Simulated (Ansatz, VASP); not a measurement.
# AlAs in VASP and in Ansatz

```
Al As
1.0
     0.00000    2.52229    2.52229
     2.52229    0.00000    2.52229
     2.52229    2.52229    0.00000
Al As
1 1
Direct
  0.00000 0.00000 0.00000
  0.25000 0.25000 0.25000
```

Change from the starting cell: volume scaled by 0.72, LAPW.

Alike in both runs: task single point; functional LDA; k mesh 11 × 11 × 11; occupations fermi-dirac, width 0.08 eV; no spin polarisation.

|  | VASP | Ansatz |
| --- | --- | --- |
| version | VASP 6.6.1 | Ansatz 0.2.0 |
| potentials or method | VASP PAW LDA potentials, release 64 (Al, As), cutoff 500 eV | all-electron LAPW, scalar-relativistic |

```csv
,VASP,Ansatz,Ansatz less VASP
pressure (GPa),50.2,48.7,-1.54
```

LDA's correlation is that of Perdew and Zunger in VASP and of Perdew and Wang (1992) in Ansatz. Both programs put the cell under a high pressure, so it lies far from rest at this level. Ansatz ran all-electron here, and VASP with PAW potentials.
